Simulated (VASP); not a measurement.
# TiO2 (P4_2/mnm) in VASP: further runs, part 2 of 2

VASP 6.6.1.

**3. Electric field gradients, PBE (9.78 Å³/atom)**

INCAR reads:

```
SYSTEM = TiO2
  PREC = Accurate
  ENCUT = 520
  EDIFF = 1E-8
  ISMEAR = -1
  SIGMA = 0.05
  LREAL = .False.
  LASPH = .True.
  NELM = 80
  ALGO = Normal
  ISIF = 2
  LWAVE = .False.
  LCHARG = .False.
  GGA = PE
  LEFG = .True.
  NBANDS = 33
```

KPOINTS reads:

```
Automatic mesh
0
Gamma
  7 7 10
  0 0 0
```

POSCAR reads:

```
TiO2
1.0
    4.5002185834      0.0000000000      0.0000000000
    0.0000000000      4.5002185834      0.0000000000
    0.0000000000      0.0000000000      2.8985952957
Ti O
2 4
Direct
    0.0000000000      0.0000000000      0.0000000000
    0.5000000000      0.5000000000      0.5000000000
    0.3060000000      0.3060000000      0.0000000000
    0.1940000000      0.8060000000      0.5000000000
    0.6940000000      0.6940000000      0.0000000000
    0.8060000000      0.1940000000      0.5000000000
```

Potentials or basis: VASP PAW PBE potentials, release 64 (Ti_sv, O).

Launch:

```bash
> cat potpaw_PBE.64/Ti_sv/POTCAR potpaw_PBE.64/O/POTCAR > POTCAR
> mpirun -np 1 vasp_std > vasp.out
```

OUTCAR:

```text
SYSTEM = TiO2
   PREC = Accurate
   ENCUT = 520
   EDIFF = 1E-8
   ISMEAR = -1
   LREAL = .False.
   LASPH = .True.
   NELM = 80
   ISIF = 2
   GGA = PE

 ion  position               nearest neighbor table
   1  0.000  0.000  0.000-   4 1.90   6 1.90   4 1.90   6 1.90   5 1.95   3 1.95
   2  0.500  0.500  0.500-   3 1.90   5 1.90   3 1.90   5 1.90   4 1.95   6 1.95
   3  0.306  0.306  0.000-   2 1.90   2 1.90   1 1.95
   4  0.194  0.806  0.500-   1 1.90   1 1.90   2 1.95
   5  0.694  0.694  0.000-   2 1.90   2 1.90   1 1.95
   6  0.806  0.194  0.500-   1 1.90   1 1.90   2 1.95

  LATTYP: Found a simple tetragonal cell.
 ALAT       =     4.5002185834
 C/A-ratio  =     0.6441010013

  Lattice vectors:

 A1 = (   4.5002185834,   0.0000000000,   0.0000000000)
 A2 = (   0.0000000000,   4.5002185834,   0.0000000000)
 A3 = (   0.0000000000,   0.0000000000,   2.8985952957)

Analysis of symmetry for initial positions (statically):
=====================================================================
 Subroutine PRICEL returns:
 Original cell was already a primitive cell.
[... 1080 lines left out ...]
 -----------------------------------------------------------------------------------
    total drift:                               -0.000000      0.000000      0.000000

  FREE ENERGIE OF THE ION-ELECTRON SYSTEM (eV)
  ---------------------------------------------------
  free  energy   TOTEN  =       -53.2947005318 eV

  energy  without entropy=      -53.2947005318  energy(sigma->0) =      -53.29470053

 Electric field gradients (V/A^2)
---------------------------------------------------------------------
 ion       V_xx      V_yy      V_zz      V_xy      V_xz      V_yz
---------------------------------------------------------------------
   1      13.997    13.997   -27.994     7.745     0.000     0.000
   2      13.997    13.997   -27.994    -7.745    -0.000     0.000
   3       1.533     1.533    -3.065    17.758     0.000     0.000
   4       1.533     1.533    -3.065   -17.758    -0.000    -0.000
   5       1.533     1.533    -3.065    17.758    -0.000    -0.000
   6       1.533     1.533    -3.065   -17.758     0.000     0.000
---------------------------------------------------------------------

 Electric field gradients after diagonalization (V/A^2)
 (convention: |V_zz| > |V_xx| > |V_yy|)
----------------------------------------------------------------------
 ion       V_xx      V_yy      V_zz     asymmetry (V_yy - V_xx)/ V_zz
----------------------------------------------------------------------
   1      21.742     6.252   -27.994       0.553
   2      21.742     6.252   -27.994       0.553
   3     -16.225    -3.065    19.290       0.682
   4     -16.225    -3.065    19.290       0.682
   5     -16.225    -3.065    19.290       0.682
   6     -16.225    -3.065    19.290       0.682
----------------------------------------------------------------------

           NMR quadrupolar parameters

 Cq : quadrupolar parameter    Cq=e*Q*V_zz/h
 eta: asymmetry parameters     (V_yy - V_xx)/ V_zz
 Q  : nuclear electric quadrupole moment in mb (millibarn)
----------------------------------------------------------------------
 ion       Cq(MHz)       eta       Q (mb)
----------------------------------------------------------------------
   1      -0.068       0.553       1.000
   2      -0.068       0.553       1.000
   3       0.047       0.682       1.000
   4       0.047       0.682       1.000
   5       0.047       0.682       1.000
   6       0.047       0.682       1.000
----------------------------------------------------------------------
```

OSZICAR:

```text
N       E                     dE             d eps       ncg     rms          rms(c)
DAV:   1     0.671359763739E+03    0.67136E+03   -0.24262E+04  3960   0.174E+03
DAV:   2     0.272430556683E+02   -0.64412E+03   -0.59363E+03  4336   0.526E+02
DAV:   3    -0.651429915439E+02   -0.92386E+02   -0.90618E+02  5332   0.192E+02
[... 12 lines left out ...]
DAV:  16    -0.532947005534E+02   -0.28169E-06   -0.66559E-07  4777   0.922E-03    0.194E-03
DAV:  17    -0.532947004929E+02    0.60487E-07   -0.21312E-07  5347   0.510E-03    0.640E-04
DAV:  18    -0.532947005094E+02   -0.16476E-07   -0.11800E-08  3056   0.101E-03    0.152E-04
DAV:  19    -0.532947005319E+02   -0.22493E-07   -0.28389E-09  2488   0.542E-04    0.153E-04
DAV:  20    -0.532947005318E+02    0.21828E-10   -0.10881E-09  2405   0.339E-04
   1 F= -.53294701E+02 E0= -.53294701E+02  d E =-.683140E-10
```

Run time: 56 s. Hardware: 1 thread of Intel Xeon 6975P-C (Granite Rapids), shared host; peak memory 0.23 GiB.

What came out:

| Quantity | Value |
| --- | --- |
| Free energy | -53.2947 eV |
| Pressure | 23.8 GPa |
| Largest force | 0.634 eV/Å |
| Band gap on the k mesh | 2.06 eV |
| Largest electric field gradient by atom | Ti -28.0; O +19.3 V/Å² |

Forces in eV/Å, atoms in the order of the input:
```
Ti   0.000  0.000  0.000
Ti   0.000  0.000  0.000
O   -0.448 -0.448  0.000
O    0.448 -0.448  0.000
O    0.448  0.448  0.000
O   -0.448  0.448  0.000
```

Levels at points of the mesh, in eV from the valence-band top:
```csv
k point,band 22,band 23,band 24,band 25,band 26,band 27
"(0.00, 0.00, 0.00)",-0.42,-0.42,0.00,2.06,2.45,2.65
"(0.00, 0.00, 0.50)",-2.56,-1.45,-1.45,3.22,3.22,3.47
```

Electric field gradients, principal values (V/Å²):
```csv
atom,least,middle,greatest (by size)
1 Ti,6.252,21.742,-27.994
2 Ti,6.252,21.742,-27.994
3 O,-3.065,-16.225,19.290
4 O,-3.065,-16.225,19.290
5 O,-3.065,-16.225,19.290
6 O,-3.065,-16.225,19.290
```

Caveat: the cell stands under pressure; without QUAD_EFG the Cq values of the log hold for a quadrupole moment of 1 mb, not for the nuclei. A k mesh can miss the band edges.

**4. Electric field gradients, PBE (10.20 Å³/atom)**

This run uses another cell than the first one, of 10.20 Å³/atom.

INCAR reads:

```
SYSTEM = TiO2
  ALGO = Normal
  EDIFF = 1E-8
  ENCUT = 520
  GGA = PE
  ISIF = 2
  ISMEAR = -1
  LASPH = .TRUE.
  LCHARG = .FALSE.
  LEFG = .TRUE.
  LREAL = .FALSE.
  LWAVE = .FALSE.
  NBANDS = 33
  NELM = 100
  PREC = Accurate
  SIGMA = 0.05
```

KPOINTS reads:

```
k-points
0
G
  7 7 10
  0 0 0
```

Changes to POSCAR since step 3:

```diff
@@ -2,5 +2,5 @@
 1.0
-    4.5002185834      0.0000000000      0.0000000000
-    0.0000000000      4.5002185834      0.0000000000
-    0.0000000000      0.0000000000      2.8985952957
+    4.5631668562      0.0000000000      0.0000000000
+    0.0000000000      4.5631668562      0.0000000000
+    0.0000000000      0.0000000000      2.9391403412
 Ti O
```

Potentials or basis: VASP PAW PBE potentials, release 64 (Ti_sv, O).

Launch:

```bash
> cat potpaw_PBE.64/Ti_sv/POTCAR potpaw_PBE.64/O/POTCAR > POTCAR
> mpirun -np 1 vasp_std > vasp.out
```

OUTCAR:

```text
SYSTEM = TiO2
   EDIFF = 1E-8
   ENCUT = 520
   GGA = PE
   ISIF = 2
   ISMEAR = -1
   LASPH = .TRUE.
   LREAL = .FALSE.
   NELM = 100
   PREC = Accurate

 ion  position               nearest neighbor table
   1  0.000  0.000  0.000-   4 1.93   6 1.93   4 1.93   6 1.93   5 1.97   3 1.97
   2  0.500  0.500  0.500-   3 1.93   5 1.93   3 1.93   5 1.93   4 1.97   6 1.97
   3  0.306  0.306  0.000-   2 1.93   2 1.93   1 1.97
   4  0.194  0.806  0.500-   1 1.93   1 1.93   2 1.97
   5  0.694  0.694  0.000-   2 1.93   2 1.93   1 1.97
   6  0.806  0.194  0.500-   1 1.93   1 1.93   2 1.97

  LATTYP: Found a simple tetragonal cell.
 ALAT       =     4.5631668562
 C/A-ratio  =     0.6441010013

[... 1105 lines left out ...]
   3       1.160     1.160    -2.320    20.100     0.000     0.000
   4       1.160     1.160    -2.320   -20.100    -0.000    -0.000
   5       1.160     1.160    -2.320    20.100    -0.000     0.000
   6       1.160     1.160    -2.320   -20.100     0.000     0.000
---------------------------------------------------------------------

 Electric field gradients after diagonalization (V/A^2)
 (convention: |V_zz| > |V_xx| > |V_yy|)
----------------------------------------------------------------------
 ion       V_xx      V_yy      V_zz     asymmetry (V_yy - V_xx)/ V_zz
----------------------------------------------------------------------
   1      20.250     6.138   -26.388       0.535
   2      20.250     6.138   -26.388       0.535
   3     -18.940    -2.320    21.260       0.782
   4     -18.940    -2.320    21.260       0.782
   5     -18.940    -2.320    21.260       0.782
   6     -18.940    -2.320    21.260       0.782
----------------------------------------------------------------------

           NMR quadrupolar parameters

 Cq : quadrupolar parameter    Cq=e*Q*V_zz/h
 eta: asymmetry parameters     (V_yy - V_xx)/ V_zz
 Q  : nuclear electric quadrupole moment in mb (millibarn)
----------------------------------------------------------------------
 ion       Cq(MHz)       eta       Q (mb)
----------------------------------------------------------------------
   1      -0.064       0.535       1.000
   2      -0.064       0.535       1.000
   3       0.051       0.782       1.000
   4       0.051       0.782       1.000
   5       0.051       0.782       1.000
   6       0.051       0.782       1.000
----------------------------------------------------------------------
```

stdout:

```text
POSCAR found type information on POSCAR TiO
 POSCAR found :  2 types and       6 ions
 scaLAPACK will be used
 LDA part: xc-table for (Slater+PW92), standard interpolation
 POSCAR, INCAR and KPOINTS ok, starting setup
 FFT: planning ... GRIDC
 FFT: planning ... GRID_SOFT
 FFT: planning ... GRID
 WAVECAR not read
 entering main loop
ion   1

ion   2

ion   3

ion   4

ion   5

ion   6
```

Wall time 56 s (1 thread of Intel Xeon 6975P-C (Granite Rapids), shared host); peak memory 0.23 GiB.

What came out:

* Free energy: -53.5702 eV
* Pressure: 11.4 GPa
* Largest force: 0.378 eV/Å
* Band gap on the k mesh: 1.96 eV
* Largest electric field gradient by atom: Ti -26.4; O +21.3 V/Å²

Forces in eV/Å, atoms in the order of the input:
```
Ti   0.000  0.000  0.000
Ti   0.000  0.000  0.000
O   -0.267 -0.267  0.000
O    0.267 -0.267  0.000
O    0.267  0.267  0.000
O   -0.267  0.267  0.000
```

Electric field gradients, principal values (V/Å²):
```
atom   least   middle  greatest (by size)
1 Ti   6.138   20.250             -26.388
2 Ti   6.138   20.250             -26.388
 3 O  -2.320  -18.940              21.260
 4 O  -2.320  -18.940              21.260
 5 O  -2.320  -18.940              21.260
 6 O  -2.320  -18.940              21.260
```

Caveat: the cell stands under pressure; without QUAD_EFG the Cq values of the log hold for a quadrupole moment of 1 mb, not for the nuclei. A k mesh can miss the band edges.
